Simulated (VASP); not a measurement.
CuI (v.bB): single point with PBEsol

Crystal: CuI (v.bB).

```
Cu I
1.0
     0.00000    2.96932    2.96932
     2.96932    0.00000    2.96932
     2.96932    2.96932    0.00000
Cu I
1 1
Direct
  0.00000 0.00000 0.00000
  0.25000 0.25000 0.25000
```

* Program: VASP 6.6.1
* Task: single point
* Functional: PBEsol
* Potentials or basis: VASP PAW PBE potentials, release 64 (Cu, I)
* Cutoff: 600 eV
* k mesh: 8 × 8 × 8
* Occupations: gaussian, width 0.02 eV
* Spin: no spin polarisation
* Dipole correction: no
* Further INCAR settings: ALGO = Normal; EDIFF = 1e-06; NBANDS = 16

The pressure is 0.5 GPa and the band gap on the k mesh is 1.20 eV, direct.

Levels at points of the mesh, in eV from the valence-band top:
```
           k point  band 7  band 8  band 9  band 10  band 11  band 12
(0.00, 0.00, 0.00)    0.00    0.00    0.00     1.20     4.76     4.76
(0.50, 0.00, 0.00)   -2.07   -0.82   -0.82     2.13     5.31     5.31
(0.50, 0.50, 0.00)   -2.05   -1.75   -1.75     2.48     2.81     9.52
```

Run time: 34 s on 1 thread of AMD EPYC 7R43 64-Core Processor (Zen 3), on a shared host, peak memory 0.18 GiB.

Caveat: the PAW data sets were made with another functional, which shifts forces and pressure a little; spin-orbit coupling is left out, which moves the levels of the heavy elements. A hybrid or GW would open this gap; PBEsol tends to underestimate it.
